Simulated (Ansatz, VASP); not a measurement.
**ScCu: VASP beside Ansatz**

```
Sc Cu
1.0
     3.26682    0.00000    0.00000
     0.00000    3.26682    0.00000
     0.00000    0.00000    3.26682
Sc Cu
1 1
Direct
  0.50000 0.50000 0.50000
  0.00000 0.00000 0.00000
```

Change from the starting cell: volume scaled by 1.01, PAW files.

Alike in both runs: task electric field gradients; functional LDA; k mesh 11 × 11 × 11; occupations fermi-dirac, width 0.05 eV; no spin polarisation.

|  | VASP | Ansatz |
| --- | --- | --- |
| version | VASP 6.6.1 | Ansatz 0.2.0 |
| potentials or method | VASP PAW LDA potentials, release 64 (Sc_sv, Cu) | PAW with Ansatz's default frozen-core files, scalar-relativistic |
| plane-wave cutoff (eV) | 520 | 420 |
| valence electrons in the cell | 22 | 30 |

```csv
,VASP,Ansatz,Ansatz less VASP
pressure (GPa),-7.9,-8.3,-0.46
```

LDA's correlation is that of Perdew and Zunger in VASP and of Perdew and Wang (1992) in Ansatz. VASP's potentials hold 22 valence electrons a cell and Ansatz's 30, so a difference there can come from the potentials and not from the codes.
